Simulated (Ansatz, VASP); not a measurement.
**Two plane-wave programs on CoO**

Contents of INCAR:

```
  PREC = Accurate
  ENCUT = 520
  EDIFF = 1E-7
  ISMEAR = -1
  SIGMA = 0.05
  LREAL = False
  LASPH = True
  NELM = 150
  ALGO = Normal
  ISIF = 2
  LWAVE = False
  LCHARG = False
  ISPIN = 2
  MAGMOM = 2 0
  LORBIT = 11
  LMAXMIX = 4
  GGA = PE
  NBANDS = 18
```

File KPOINTS:

```
regular mesh
0
Gamma
  11 11 10
```

POSCAR

```
CoO
1.0
    2.8656707157      0.0000000000      0.0000000000
   -1.4328404237      2.4817440913      0.0000000000
    0.0000000000      0.0000000000      2.7575362126
Co O
1 1
Direct
    0.0000000000      0.0000000000      0.5000000000
    0.6666700000      0.3333300000      0.0000000000
```

input.yaml

```yaml
crystal:
  lattice:
    - [2.8656707157, 0.0, 0.0]
    - [-1.4328404237, 2.4817440913, 0.0]
    - [0.0, 0.0, 2.7575362126]
  atoms:
    - { symbol: Co, position: [0.0, 0.0, 0.5], spin: 2.0 }
    - { symbol: O, position: [0.66667, 0.33333, 0.0] }
hamiltonian:
  xc: pbe
  pseudopotentials: { kind: paw }
magnetization:
  spin_polarized: true
kpoints:
  mp_grid: { grid: [11, 11, 10] }
scf:
  occupations: { method: fermi_dirac, width: 0.05 }
output:
  forces: true
  stress: true
  eigenvalues: true
  write_density: true
  write_potential: true
  elf: true
  volumetric_format: npy
```

Alike in both runs: task single point; functional PBE; k mesh 11 × 11 × 10; occupations fermi-dirac, width 0.05 eV; collinear spin.

|  | VASP | Ansatz |
| --- | --- | --- |
| version | VASP 6.6.1 | Ansatz 0.2.0 |
| potentials or method | VASP PAW PBE potentials, release 64 (Co, O) | Ansatz PAW |
| plane-wave cutoff (eV) | 520 | 420 |
| valence electrons in the cell | 15 | 23 |

VASP gave:

```
gap on the k mesh at the Fermi level (eV)                     : none
pressure (GPa)                                                : -7.0
traceless stress, the component that is largest in VASP (GPa) : -1.66
net moment per atom (μB)                                      : 1.50
size of the moment on the site where the two differ most (μB) : 2.56
```

Question: Estimate Ansatz's values.

Answer: gap on the k mesh at the Fermi level (eV): none; pressure (GPa): -6.7; traceless stress, the component that is largest in VASP (GPa): -1.35; net moment per atom (μB): 1.50; size of the moment on the site where the two differ most (μB): 2.51.

Site moments also hang on the region over which each program counts them. A gap of «none» marks a metal or a gap that the smearing closes. The functional is the same, so the differences come from potentials, cutoffs and numerics. VASP's potentials hold 15 valence electrons a cell and Ansatz's 23, so a difference there can come from the potentials and not from the codes.
